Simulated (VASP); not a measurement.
# BaS (P6_3/mmc) in VASP: further runs, part 2 of 2

VASP 6.6.1. The steps go on from the part before.

### 4 Single point, LDA

This run uses another cell than the first one, of 33.28 Å³/atom, 0.996 times its volume.

INCAR reads:

```
PREC = Accurate
ENCUT = 520
EDIFF = 1E-6
ISMEAR = 0
SIGMA = 0.01
LREAL = False
LASPH = True
NELM = 80
ALGO = Normal
ISIF = 2
LWAVE = False
LCHARG = False
NBANDS = 24
```

KPOINTS reads:

```
Automatic mesh
0
Gamma
  6 6 4
```

POSCAR reads:

```
BaS
1.0
    4.4421900123      0.0000000000      0.0000000000
   -2.2210950062      3.8470493991      0.0000000000
    0.0000000000      0.0000000000      7.7894608451
Ba S
2 2
Direct
    0.0000000000      0.0000000000      0.0000000000
    0.0000000000      0.0000000000      0.5000000000
    0.3333333333      0.6666666667      0.2500000000
    0.6666666667      0.3333333333      0.7500000000
```

Potentials or basis: VASP PAW LDA potentials, release 64 (Ba_sv, S).

Started as:

```sh
> cat potpaw_LDA.64/Ba_sv/POTCAR potpaw_LDA.64/S/POTCAR > POTCAR
> mpirun -np 1 vasp_std > vasp.out
```

OUTCAR:

```text
PREC = Accurate
   ENCUT = 520
   EDIFF = 1E-6
   ISMEAR = 0
   LREAL = False
   LASPH = True
   NELM = 80
   ISIF = 2

 ion  position               nearest neighbor table
   1  0.000  0.000  0.000-   3 3.22   4 3.22   4 3.22   3 3.22   4 3.22   3 3.22   2 3.89   2 3.89

   2  0.000  0.000  0.500-   3 3.22   4 3.22   4 3.22   3 3.22   4 3.22   3 3.22   1 3.89   1 3.89

   3  0.333  0.667  0.250-   1 3.22   2 3.22   1 3.22   2 3.22   1 3.22   2 3.22
   4  0.667  0.333  0.750-   1 3.22   2 3.22   1 3.22   2 3.22   1 3.22   2 3.22

  LATTYP: Found a hexagonal cell.
 ALAT       =     4.4421900123
 C/A-ratio  =     1.7535181574

  Lattice vectors:

 A1 = (   4.4421900123,   0.0000000000,   0.0000000000)
 A2 = (  -2.2210950062,   3.8470493991,   0.0000000000)
 A3 = (   0.0000000000,   0.0000000000,   7.7894608451)

Analysis of symmetry for initial positions (statically):
=====================================================================
 Subroutine PRICEL returns:
 Original cell was already a primitive cell.

 Routine SETGRP: Setting up the symmetry group for a
 hexagonal supercell.

 Subroutine GETGRP returns: Found 24 space group operations
 (whereof 12 operations were pure point group operations)
 out of a pool of 24 trial point group operations.

The static configuration has the point symmetry D_3d.
 The point group associated with its full space group is D_6h.

Analysis of symmetry for dynamics (positions and initial velocities):
=====================================================================
 Subroutine PRICEL returns:
 Original cell was already a primitive cell.

 Routine SETGRP: Setting up the symmetry group for a
 hexagonal supercell.

 Subroutine GETGRP returns: Found 24 space group operations
 (whereof 12 operations were pure point group operations)
 out of a pool of 24 trial point group operations.

The dynamic configuration has the point symmetry D_3d.
 The point group associated with its full space group is D_6h.

 Subroutine INISYM returns: Found 24 space group operations
 (whereof 12 operations are pure point group operations),
 and found     1 'primitive' translations

----------------------------------------------------------------------------------------

                                     Primitive cell

  volume of cell :     133.1166

  direct lattice vectors                    reciprocal lattice vectors
     4.442190012  0.000000000  0.000000000     0.225114189  0.129969737  0.000000000
    -2.221095006  3.847049399  0.000000000     0.000000000  0.259939475  0.000000000
     0.000000000  0.000000000  7.789460845     0.000000000  0.000000000  0.128378590

  length of vectors
     4.442190012  4.442190012  7.789460845     0.259939475  0.259939475  0.128378590

  position of ions in fractional coordinates (direct lattice)
     0.000000000  0.000000000  0.000000000
     0.000000000  0.000000000  0.500000000
     0.333333333  0.666666667  0.250000000
     0.666666667  0.333333333  0.750000000

  ion indices of the primitive-cell ions
   primitive index   ion index
                 1           1
                 2           2
                 3           3
[... 21 lines left out ...]
     0.000000000  0.000000000  0.000000000

 Subroutine IBZKPT returns following result:
 ===========================================

 Found     21 irreducible k-points:

 Following reciprocal coordinates:
            Coordinates               Weight
  0.000000  0.000000  0.000000      1.000000
  0.166667 -0.000000  0.000000      6.000000
  0.333333  0.000000  0.000000      6.000000
  0.500000 -0.000000  0.000000      3.000000
  0.166667  0.166667  0.000000      6.000000
  0.333333  0.166667  0.000000     12.000000
[... 13 lines left out ...]
  0.333333  0.166667  0.500000     12.000000
  0.333333  0.333333  0.500000      2.000000
   k-points           NKPTS =     21   k-points in BZ     NKDIM =     21   number of bands    NBANDS=     24
   number of dos      NEDOS =    301   number of ions     NIONS =      4
   total plane-waves  NPLWV =  77760
   dimension x,y,z NGX =    36 NGY =   36 NGZ =   60
   dimension x,y,z NGXF=    72 NGYF=   72 NGZF=  120
   ions per type =               2   2
   NGX,Y,Z   is equivalent  to a cutoff of  13.47, 13.47, 12.81 a.u.
   NGXF,Y,Z  is equivalent  to a cutoff of  26.95, 26.95, 25.61 a.u.
 SYSTEM =  unknown system
   PREC   = accura    normal or accurate (medium, high low for compatibility)
   ISTART =      0    job   : 0-new  1-cont  2-samecut
   ICHARG =      2    charge: 1-file 2-atom 10-const
   ISPIN  =      1    spin polarized calculation?
   LNONCOLLINEAR =      F non collinear calculations
   LSORBIT =      F    spin-orbit coupling
   LASPH  =      T    aspherical Exc in radial PAW
   ENCUT  =  520.0 eV  38.22 Ry    6.18 a.u.   8.26  8.26 14.48*2*pi/ulx,y,z
   NELM   =     80;   NELMIN=  2; NELMDL= -5     # of ELM steps
   EDIFF  = 0.1E-05   stopping-criterion for ELM
   LREAL  =      F    real-space projection
   EDIFFG = 0.1E-04   stopping-criterion for IOM
   NSW    =      0    number of steps for IOM
   IBRION =     -1    ionic relax: 0-MD 1-quasi-New 2-CG
   NFREE  =      0    steps in history (QN), initial steepest desc. (CG)
   ISIF   =      2    stress and relaxation
   ISYM   =      2    0-nonsym 1-usesym 2-fastsym
   POTIM  = 0.5000    time-step for ionic-motion
   TEBEG  =    0.0;   TEEND  =   0.0 temperature during run
   PSTRESS=    0.0 pullay stress
   NELECT =      32.0000    total number of electrons
   NUPDOWN=      -1.0000    fix difference up-down
   EMIN   =  10.00;   EMAX   =-10.00  energy-range for DOS
   EFERMI =   0.00;   METHOD = LEGACY
   ISMEAR =     0;   SIGMA  =   0.01  broadening in eV -4-tet -1-fermi 0-gaus
   EFERMI_NEDOS =   21; number of points for ismear=-14 and -15
   IALGO  =     38    algorithm
   IMIX   =      4    mixing-type and parameters
     AMIX     =   0.40;   BMIX     =  1.00
     AMIX_MAG =   1.60;   BMIX_MAG =  1.00
  volume/ion in A,a.u.               =      33.28       224.58
  Fermi-wavevector in a.u.,A,eV,Ry     =   1.017921  1.923592 14.097855  1.036163
  Thomas-Fermi vector in A             =   2.151349
   LORBIT       =      0    0 simple, 1 ext, 2 COOP (PROOUT), +10 PAW based schemes
   GGA     = CA    functional components
   LHFCALC =     F    Hartree Fock is set to
   AEXX    =    0.0000 exact exchange contribution
   IVDW    =     0    specifies the selected vdW correction
   LEPSILON=     F    determine dielectric tensor
   LRPA    =     F    only Hartree local field effects (RPA)
 non-spin polarized calculation
 Gauss-broadening in eV      SIGMA  =   0.01
  energy-cutoff  :      520.00
  volume of cell :      133.12
 maximum number of plane-waves:      3608
 NGX is ok and might be reduce to    36
   NGX = 17   NGY = 17   NGZ = 29

 number of electron      32.0000001 magnetization

 Free energy of the ion-electron system (eV)
  ---------------------------------------------------
  ext. energy  EPLUGINS =         0.00000000
  ---------------------------------------------------
  free energy    TOTEN  =       -21.87264620 eV

  energy without entropy =      -21.87264620  energy(sigma->0) =      -21.87264620

 E-fermi :   1.2824     XC(G=0):  -8.8939

 val. band max:        1.2299830964   @ k =   0.0000   0.0000   0.0000
 cond. band min:       3.3426706824   @ k =   0.5000  -0.0000   0.0000
 fundamental gap:      2.1126875860
 Fermi energy:         1.2824423908

 k-point     1 :       0.0000    0.0000    0.0000
  band No.  band energies     occupation
      1     -25.1144      2.00000
      2     -25.0345      2.00000
      3     -11.4098      2.00000
      4     -10.1905      2.00000
      5     -10.1905      2.00000
      6     -10.0735      2.00000
[... 556 lines left out ...]
     23       7.1914      0.00000
     24       7.1914      0.00000

------------------------ aborting loop because EDIFF is reached ----------------------------------------

  FORCE on cell =-STRESS in cart. coord.  units (eV):
  Direction    XX          YY          ZZ          XY          YZ          ZX
  --------------------------------------------------------------------------------------
  -------------------------------------------------------------------------------------
  Total       -1.9416656     -1.9416656     -2.0491526      0.0000000      0.0000000      0.0000000
  in kB      -23.3696777    -23.3696777    -24.6633792      0.0000000      0.0000000      0.0000000
  external PRESSURE =     -23.8009116 kB  Pullay stress =       0.0000000 kB

 VOLUME and BASIS-vectors are now :
 -----------------------------------------------------------------------------
  energy-cutoff  :      520.00
  volume of cell :      133.12
      direct lattice vectors                 reciprocal lattice vectors
     4.442190012  0.000000000  0.000000000     0.225114189  0.129969737  0.000000000
    -2.221095006  3.847049399  0.000000000     0.000000000  0.259939475  0.000000000
     0.000000000  0.000000000  7.789460845     0.000000000  0.000000000  0.128378590

 POSITION                                       TOTAL-FORCE (eV/Angst)
 -----------------------------------------------------------------------------------
      0.00000      0.00000      0.00000         0.000000      0.000000     -0.000000
      0.00000      0.00000      3.89473         0.000000      0.000000     -0.000000
     -0.00000      2.56470      1.94737        -0.000000     -0.000000     -0.000000
      2.22110      1.28235      5.84210         0.000000      0.000000      0.000000
 -----------------------------------------------------------------------------------
    total drift:                               -0.000000      0.000000     -0.000000

  FREE ENERGIE OF THE ION-ELECTRON SYSTEM (eV)
  ---------------------------------------------------
  free  energy   TOTEN  =       -21.8726462044 eV

  energy  without entropy=      -21.8726462044  energy(sigma->0) =      -21.87264620
```

stdout:

```text
POSCAR found type information on POSCAR BaS
 POSCAR found :  2 types and       4 ions
 scaLAPACK will be used
 LDA part: xc-table for (Slater(with rela. corr.)+CA(PZ))
 , standard interpolation
 POSCAR, INCAR and KPOINTS ok, starting setup
 FFT: planning ... GRIDC
 FFT: planning ... GRID_SOFT
 FFT: planning ... GRID
 WAVECAR not read
 entering main loop
```

Wall time 55 s (1 thread of Intel Xeon Platinum 8259CL at 2.50GHz (Skylake/Cascade Lake), shared host); peak memory 0.24 GiB.

Results:

- Free energy: -21.8726 eV
- Pressure: -2.4 GPa
- Band gap on the k mesh: 2.11 eV, indirect (the least direct gap lies 1.3 meV higher)

Caveat: spin-orbit coupling is left out, which moves the levels of the heavy elements. A k mesh can miss the band edges.

### 5 The runs side by side

| level | potentials or basis | cell | smearing | gap on the mesh (eV) | pressure (GPa) |
| --- | --- | --- | --- | --- | --- |
| PBE | VASP PAW PBE potentials, release 64 (Ba_sv, S) | a = 4.446, b = 4.446, c = 7.804 Å, angles 90.0, 90.0, 120.0°, 4 atoms | fermi-dirac 0.02 eV | 2.32 | 0.6 |
| PBE | VASP PAW PBE potentials, release 64 (Ba_sv, S) | a = 4.442, b = 4.442, c = 7.789 Å, angles 90.0, 90.0, 120.0°, 4 atoms | fermi-dirac 0.02 eV | 2.32 | 0.8 |
| LDA | VASP PAW LDA potentials, release 64 (Ba_sv, S) | a = 4.442, b = 4.442, c = 7.789 Å, angles 90.0, 90.0, 120.0°, 4 atoms | gaussian 0.01 eV | 2.11 | -2.4 |

Alike in all rows: task single point; no spin polarisation; k mesh 6 × 6 × 4; cutoff (eV) 520.

Caveats: spin-orbit coupling is left out, which moves the levels of the heavy elements.

Absolute energies hang on the potentials; compare differences alone.
